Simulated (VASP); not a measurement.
# Ge2Te3O (R-3m) in VASP: a series of runs

The runs below take Ge2Te3O through single point, relaxation of cell and atoms, with PBE.

Everything below comes from runs of VASP 6.6.1. Logs are shortened: lines on timing, memory, paths and dates and some standing lists are left out, and cuts for length are marked.

### Step 1. The cell of the first run

It takes space group R-3m (No. 166, trigonal). The conventional cell has a = 6.980 Å, b = 6.980 Å, c = 10.037 Å, α = 90.00°, β = 90.00°, γ = 120.00°. Within 3.5 Å of Ge (site symmetry 3m) lie 1 Ge at 2.67 Å and 3 Te at 2.85 Å. Te (site symmetry 2/m) has 2 O at 2.62 Å and 2 Ge at 2.85 Å and 4 Te at 3.49 Å within 3.5 Å. O (site symmetry -3m) has 6 Te at 2.62 Å within 3.5 Å.

The cell was built from a structure type or drawn by symmetry, and may not be a known phase.

### Step 2. Single point, PBE

The input, INCAR:

```
PREC = Accurate
ENCUT = 600
EDIFF = 1E-6
ISMEAR = 0
SIGMA = 0.1
LREAL = F
LASPH = T
NELM = 120
ALGO = Normal
ISIF = 2
LWAVE = F
LCHARG = F
GGA = PE
NBANDS = 35
GGA_COMPAT = F
```

The input, KPOINTS:

```
regular mesh
0
Gamma
  6 6 6
```

The input, POSCAR:

```
Ge2Te3O
1.0
    3.4898136738      2.0148448652      3.3457161931
   -3.4898136738      2.0148448652      3.3457161931
    0.0000000000     -4.0296897267      3.3457161953
Ge Te O
2 3 1
Direct
    0.6331817208      0.6331817208      0.6331817208
    0.3668182792      0.3668182792      0.3668182792
    0.0000000000      0.0000000000      0.5000000000
    0.0000000000      0.5000000000      0.0000000000
    0.5000000000      0.0000000000      0.0000000000
    0.0000000000      0.0000000000      0.0000000000
```

Potentials or basis: VASP PAW PBE potentials, release 64 (Ge_d, Te, O).

The run is started by

```console
$ cat potpaw_PBE.64/Ge_d/POTCAR potpaw_PBE.64/Te/POTCAR potpaw_PBE.64/O/POTCAR > POTCAR
$ mpirun -np 1 vasp_std > vasp.out
```

OUTCAR:

```text
PREC = Accurate
   ENCUT = 600
   EDIFF = 1E-6
   ISMEAR = 0
   LREAL = F
   LASPH = T
   NELM = 120
   ISIF = 2
   GGA = PE

 ion  position               nearest neighbor table
   1  0.633  0.633  0.633-   2 2.67   3 2.85   4 2.85   5 2.85
   2  0.367  0.367  0.367-   1 2.67   3 2.85   4 2.85   5 2.85
   3  0.000  0.000  0.500-   6 2.62   6 2.62   1 2.85   2 2.85   5 3.49   4 3.49   4 3.49   5 3.49

   4  0.000  0.500  0.000-   6 2.62   6 2.62   1 2.85   2 2.85   3 3.49   3 3.49   5 3.49   5 3.49

   5  0.500  0.000  0.000-   6 2.62   6 2.62   1 2.85   2 2.85   3 3.49   3 3.49   4 3.49   4 3.49

   6  0.000  0.000  0.000-   3 2.62   3 2.62   5 2.62   4 2.62   4 2.62   5 2.62

  LATTYP: Found a trigonal (rhomboedric) cell.
 ALAT       =     5.2375773172
 COS(alpha) =     0.1120805253

  Lattice vectors:

 A1 = (   3.4898136738,   2.0148448652,   3.3457161931)
 A2 = (  -3.4898136738,   2.0148448652,   3.3457161931)
 A3 = (   0.0000000000,  -4.0296897267,   3.3457161953)

Analysis of symmetry for initial positions (statically):
=====================================================================
 Subroutine PRICEL returns:
 Original cell was already a primitive cell.

 Routine SETGRP: Setting up the symmetry group for a
 trigonal (rhombohedral) supercell.

 Subroutine GETGRP returns: Found 12 space group operations
 (whereof 12 operations were pure point group operations)
 out of a pool of 12 trial point group operations.

The static configuration has the point symmetry D_3d.

Analysis of symmetry for dynamics (positions and initial velocities):
=====================================================================
 Subroutine PRICEL returns:
 Original cell was already a primitive cell.

 Routine SETGRP: Setting up the symmetry group for a
 trigonal (rhombohedral) supercell.

 Subroutine GETGRP returns: Found 12 space group operations
 (whereof 12 operations were pure point group operations)
 out of a pool of 12 trial point group operations.

The dynamic configuration has the point symmetry D_3d.

 Subroutine INISYM returns: Found 12 space group operations
 (whereof 12 operations are pure point group operations),
 and found     1 'primitive' translations

----------------------------------------------------------------------------------------

                                     Primitive cell

  volume of cell :     141.1511

  direct lattice vectors                    reciprocal lattice vectors
     3.489813674  2.014844865  3.345716193     0.143274125  0.082719355  0.099629889
    -3.489813674  2.014844865  3.345716193    -0.143274125  0.082719355  0.099629889
     0.000000000 -4.029689727  3.345716195     0.000000000 -0.165438709  0.099629889

  length of vectors
     5.237577317  5.237577317  5.237577317     0.193121934  0.193121934  0.193121934

  position of ions in fractional coordinates (direct lattice)
     0.633181721  0.633181721  0.633181721
     0.366818279  0.366818279  0.366818279
     0.000000000  0.000000000  0.500000000
     0.000000000  0.500000000  0.000000000
     0.500000000  0.000000000  0.000000000
     0.000000000  0.000000000  0.000000000

  ion indices of the primitive-cell ions
   primitive index   ion index
                 1           1
                 2           2
                 3           3
                 4           4
                 5           5
                 6           6

----------------------------------------------------------------------------------------

 KPOINTS: regular mesh

Automatic generation of k-mesh.
 Grid dimensions read from file:
 generate k-points for:    6    6    6

 Generating k-lattice:

  Cartesian coordinates                     Fractional coordinates (reciprocal lattice)
     0.023879021  0.013786559  0.016604982     0.166666667 -0.000000000  0.000000000
    -0.023879021  0.013786559  0.016604982    -0.000000000  0.166666667  0.000000000
     0.000000000 -0.027573118  0.016604982    -0.000000000 -0.000000000  0.166666667

  Length of vectors
     0.032186989  0.032186989  0.032186989

  Shift w.r.t. Gamma in fractional coordinates (k-lattice)
     0.000000000  0.000000000  0.000000000

 Subroutine IBZKPT returns following result:
 ===========================================

 Found     32 irreducible k-points:

 Following reciprocal coordinates:
            Coordinates               Weight
  0.000000  0.000000  0.000000      1.000000
  0.166667 -0.000000  0.000000      6.000000
  0.333333 -0.000000  0.000000      6.000000
  0.500000  0.000000  0.000000      3.000000
  0.166667  0.166667  0.000000      6.000000
  0.333333  0.166667  0.000000     12.000000
[... 16 lines left out ...]
  0.500000  0.500000  0.166667      6.000000
 -0.333333  0.500000  0.166667     12.000000
 [... further k-points ...]
   k-points           NKPTS =     32   k-points in BZ     NKDIM =     32   number of bands    NBANDS=     35
   number of dos      NEDOS =    301   number of ions     NIONS =      6
   total plane-waves  NPLWV =  74088
   dimension x,y,z NGX =    42 NGY =   42 NGZ =   42
   dimension x,y,z NGXF=    84 NGYF=   84 NGZF=   84
   ions per type =               2   3   1
   NGX,Y,Z   is equivalent  to a cutoff of  13.33, 13.33, 13.33 a.u.
   NGXF,Y,Z  is equivalent  to a cutoff of  26.66, 26.66, 26.66 a.u.
 SYSTEM =  unknown system
   PREC   = accura    normal or accurate (medium, high low for compatibility)
   ISTART =      0    job   : 0-new  1-cont  2-samecut
   ICHARG =      2    charge: 1-file 2-atom 10-const
   ISPIN  =      1    spin polarized calculation?
   LNONCOLLINEAR =      F non collinear calculations
   LSORBIT =      F    spin-orbit coupling
   LASPH  =      T    aspherical Exc in radial PAW
   ENCUT  =  600.0 eV  44.10 Ry    6.64 a.u.  10.46 10.46 10.46*2*pi/ulx,y,z
   NELM   =    120;   NELMIN=  2; NELMDL= -5     # of ELM steps
   EDIFF  = 0.1E-05   stopping-criterion for ELM
   LREAL  =      F    real-space projection
   EDIFFG = 0.1E-04   stopping-criterion for IOM
   NSW    =      0    number of steps for IOM
   IBRION =     -1    ionic relax: 0-MD 1-quasi-New 2-CG
   NFREE  =      0    steps in history (QN), initial steepest desc. (CG)
   ISIF   =      2    stress and relaxation
   ISYM   =      2    0-nonsym 1-usesym 2-fastsym
   POTIM  = 0.5000    time-step for ionic-motion
   TEBEG  =    0.0;   TEEND  =   0.0 temperature during run
   PSTRESS=    0.0 pullay stress
   NELECT =      52.0000    total number of electrons
   NUPDOWN=      -1.0000    fix difference up-down
   EMIN   =  10.00;   EMAX   =-10.00  energy-range for DOS
   EFERMI =   0.00;   METHOD = LEGACY
   ISMEAR =     0;   SIGMA  =   0.10  broadening in eV -4-tet -1-fermi 0-gaus
   EFERMI_NEDOS =   21; number of points for ismear=-14 and -15
   IALGO  =     38    algorithm
   IMIX   =      4    mixing-type and parameters
     AMIX     =   0.40;   BMIX     =  1.00
     AMIX_MAG =   1.60;   BMIX_MAG =  1.00
  volume/ion in A,a.u.               =      23.53       158.76
  Fermi-wavevector in a.u.,A,eV,Ry     =   1.173585  2.217754 18.739328  1.377302
  Thomas-Fermi vector in A             =   2.309996
   LORBIT       =      0    0 simple, 1 ext, 2 COOP (PROOUT), +10 PAW based schemes
   GGA     = PE    functional components
   LHFCALC =     F    Hartree Fock is set to
   AEXX    =    0.0000 exact exchange contribution
   IVDW    =     0    specifies the selected vdW correction
   LEPSILON=     F    determine dielectric tensor
   LRPA    =     F    only Hartree local field effects (RPA)
 non-spin polarized calculation
 Gauss-broadening in eV      SIGMA  =   0.10
  energy-cutoff  :      600.00
  volume of cell :      141.15
 maximum number of plane-waves:      4735
 NGX is ok and might be reduce to    42
   NGX = 21   NGY = 21   NGZ = 21

 number of electron      51.9999997 magnetization

 Free energy of the ion-electron system (eV)
  ---------------------------------------------------
  ext. energy  EPLUGINS =         0.00000000
  ---------------------------------------------------
  free energy    TOTEN  =       -21.90153919 eV

  energy without entropy =      -21.88712531  energy(sigma->0) =      -21.89433225

 E-fermi :   6.5328     XC(G=0): -10.0922

 val. band max:        6.5051775276   @ k =   0.3333   0.1667   0.0000
 cond. band min:       6.5569448642   @ k =   0.1667   0.1667   0.0000
 fundamental gap:      0.0517673367
 Fermi energy:         6.5328175219

 k-point     1 :       0.0000    0.0000    0.0000
  band No.  band energies     occupation
      1     -18.5771      2.00000
      2     -18.5485      2.00000
      3     -18.5485      2.00000
      4     -18.5481      2.00000
      5     -18.5481      2.00000
      6     -18.5402      2.00000
[... 27 lines left out ...]
     34      10.8469      0.00000
     35      11.2204      0.00000

 k-point     2 :       0.1667   -0.0000    0.0000
  band No.  band energies     occupation
      1     -18.5771      2.00000
      2     -18.5488      2.00000
      3     -18.5483      2.00000
      4     -18.5480      2.00000
      5     -18.5480      2.00000
      6     -18.5404      2.00000
[... 27 lines left out ...]
     34      11.2745      0.00000
     35      11.7225      0.00000

 k-point     3 :       0.3333   -0.0000    0.0000
  band No.  band energies     occupation
      1     -18.5770      2.00000
      2     -18.5491      2.00000
      3     -18.5480      2.00000
      4     -18.5479      2.00000
      5     -18.5476      2.00000
      6     -18.5409      2.00000
[... 27 lines left out ...]
     34      11.1517      0.00000
     35      12.2182      0.00000
[... 723 lines left out ...]
 k-point    23 :       0.5000    0.5000    0.1667
  band No.  band energies     occupation
      1     -18.5766      2.00000
      2     -18.5489      2.00000
      3     -18.5476      2.00000
      4     -18.5475      2.00000
      5     -18.5471      2.00000
      6     -18.5415      2.00000
[... 27 lines left out ...]
     34      11.6221      0.00000
     35      12.7178      0.00000

 k-point    24 :      -0.3333    0.5000    0.1667
  band No.  band energies     occupation
      1     -18.5767      2.00000
      2     -18.5489      2.00000
      3     -18.5478      2.00000
      4     -18.5475      2.00000
      5     -18.5472      2.00000
      6     -18.5413      2.00000
[... 27 lines left out ...]
     34      11.8841      0.00000
     35      13.0371      0.00000

 [... further k-points ...]

------------------------ aborting loop because EDIFF is reached ----------------------------------------

  FORCE on cell =-STRESS in cart. coord.  units (eV):
  Direction    XX          YY          ZZ          XY          YZ          ZX
  --------------------------------------------------------------------------------------
  -------------------------------------------------------------------------------------
  Total       -0.0565269     -0.0565269     -0.0902256      0.0000000     -0.0000000      0.0000000
  in kB       -0.6416252     -0.6416252     -1.0241324      0.0000000     -0.0000000      0.0000000
  external PRESSURE =      -0.7691276 kB  Pullay stress =       0.0000000 kB

 VOLUME and BASIS-vectors are now :
 -----------------------------------------------------------------------------
  energy-cutoff  :      600.00
  volume of cell :      141.15
      direct lattice vectors                 reciprocal lattice vectors
     3.489813674  2.014844865  3.345716193     0.143274125  0.082719355  0.099629889
    -3.489813674  2.014844865  3.345716193    -0.143274125  0.082719355  0.099629889
     0.000000000 -4.029689727  3.345716195     0.000000000 -0.165438709  0.099629889

 POSITION                                       TOTAL-FORCE (eV/Angst)
 -----------------------------------------------------------------------------------
      0.00000      0.00000      6.35534         0.000000      0.000000      0.006193
      0.00000      0.00000      3.68181         0.000000     -0.000000     -0.006193
      0.00000     -2.01484      1.67286         0.000000      0.000000     -0.000000
     -1.74491      1.00742      1.67286        -0.000000      0.000000      0.000000
      1.74491      1.00742      1.67286        -0.000000      0.000000     -0.000000
      0.00000      0.00000      0.00000         0.000000      0.000000     -0.000000
 -----------------------------------------------------------------------------------
    total drift:                               -0.000000      0.000000      0.000000

  FREE ENERGIE OF THE ION-ELECTRON SYSTEM (eV)
  ---------------------------------------------------
  free  energy   TOTEN  =       -21.9015391851 eV

  energy  without entropy=      -21.8871253108  energy(sigma->0) =      -21.89433225
```

Run time: 5.7 min. Hardware: 1 thread of Intel Xeon 8259CL, shared host; peak memory 0.36 GiB.

Results:

```yaml
Free_energy: -21.9015 eV
Pressure: -0.1 GPa
Largest_force: 0.006 eV/Å
Band_gap_on_the_k_mesh: zero (bands 26 and 27 overlap by 1.20 eV)
```

Forces on the atoms (eV/Å):
```
Ge   0.000  0.000  0.006
Ge   0.000  0.000 -0.006
Te   0.000  0.000  0.000
Te   0.000  0.000  0.000
Te   0.000  0.000  0.000
O    0.000  0.000  0.000
```

Levels at points of the mesh, in eV from the Fermi level:
```csv
k point,band 23,band 24,band 25,band 26,band 27,band 28,band 29,band 30
"(0.00, 0.00, 0.00)",-2.25,-1.30,-1.08,-0.21,-0.12,-0.12,1.95,2.26
"(0.50, 0.00, 0.00)",-2.62,-1.32,-1.07,-1.05,0.85,0.94,1.14,1.77
"(0.50, 0.50, 0.00)",-2.80,-2.19,-2.18,-0.32,0.62,0.78,1.38,1.94
"(0.50, 0.50, 0.50)",-0.57,-0.57,-0.35,-0.19,0.72,0.72,0.93,2.10
```

Caveat: spin-orbit coupling is left out, which moves the levels of the heavy elements.

(Part 1 of 2 ends here.)
